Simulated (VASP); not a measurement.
## CdS (Greenockite): relaxation of cell and atoms with r2SCAN

CdS (Greenockite):

```
CELL_PARAMETERS angstrom
4.15000 0.00000 0.00000
-2.07500 3.59401 0.00000
0.00000 0.00000 6.73700
ATOMIC_POSITIONS crystal
Cd 0.33333 0.66667 0.00000
Cd 0.66667 0.33333 0.50000
S 0.33333 0.66667 0.37500
S 0.66667 0.33333 0.87500
```

| Quantity | Value |
| --- | --- |
| Program | VASP 6.6.1 |
| Task | relaxation of cell and atoms |
| Functional | r2SCAN |
| Potentials or basis | VASP PAW PBE potentials, release 64 (Cd, S) |
| Cutoff | 600 eV |
| k mesh | 9 × 9 × 4 |
| Occupations | gaussian, width 0.02 eV |
| Spin | no spin polarisation |
| Dipole correction | no |
| Further INCAR settings | ALGO = Normal; EDIFF = 1e-06; IBRION = 2; EDIFFG = -0.005; NSW = 100; ISIF = 3 |

```yaml
Relaxed_volume: 25.50 Å³/atom
Relaxed_cell: a = 4.169 Å, b = 4.169 Å, c = 6.778 Å, α = 90.00°, β = 90.00°, γ = 120.00°
Space_group_after_relaxing_to_0.05_Å: P6_3mc (No. 186)
Energy_gained_by_relaxing: 1.4 meV/atom
Ionic_steps: 9
Pressure_after_relaxing: 0.0 GPa
Largest_force_after_relaxing: 0.003 eV/Å
Band_gap_on_the_k_mesh: 1.62 eV, direct
```

Forces in eV/Å, atoms in the order of the input:
```
Cd   0.000  0.000 -0.003
Cd   0.000  0.000 -0.003
S    0.000  0.000  0.003
S    0.000  0.000  0.003
```

Step by step:
```tsv
step	energy change (eV)	largest force (eV/Å)	pressure (GPa)	volume (Å³)
1	0.0000	0.0720	1.00	100.48
2	-0.0045	0.0017	-0.44	102.78
3	-0.0055	0.0213	-0.01	102.06
4	-0.0055	0.0204	-0.03	102.10
5	-0.0056	0.0080	0.00	102.05
6	-0.0056	0.0038	0.00	102.04
7	-0.0056	0.0034	0.00	102.03
8	-0.0056	0.0036	0.01	102.02
9	-0.0056	0.0031	0.02	102.01
```

Final structure:
```
Cd S
1.0
     4.16865    0.00000    0.00000
    -2.08432    3.61015    0.00000
     0.00000    0.00000    6.77804
Cd S
2 2
Cartesian
  0.0000 2.4068 6.7724
  2.0843 1.2034 3.3833
  0.0000 2.4068 2.5474
  2.0843 1.2034 5.9365
```

Levels at points of the mesh, in eV from the valence-band top:
```
           k point  band 14  band 15  band 16  band 17  band 18  band 19  band 20  band 21  band 22
(0.00, 0.00, 0.00)    -0.74    -0.74    -0.04     0.00     0.00     1.62     3.22     6.99     6.99
(0.00, 0.00, 0.50)    -2.40    -0.38    -0.38    -0.38    -0.38     3.26     3.26     6.61     6.61
```

Run time: 26 min on 1 thread of AMD EPYC 7R13 Processor (Zen 3), with other jobs on the host, peak memory 0.3 GiB.

Caveat: the PAW data sets were made with another functional, which shifts forces and pressure a little. Zero-point motion and thermal expansion aren't in these numbers.
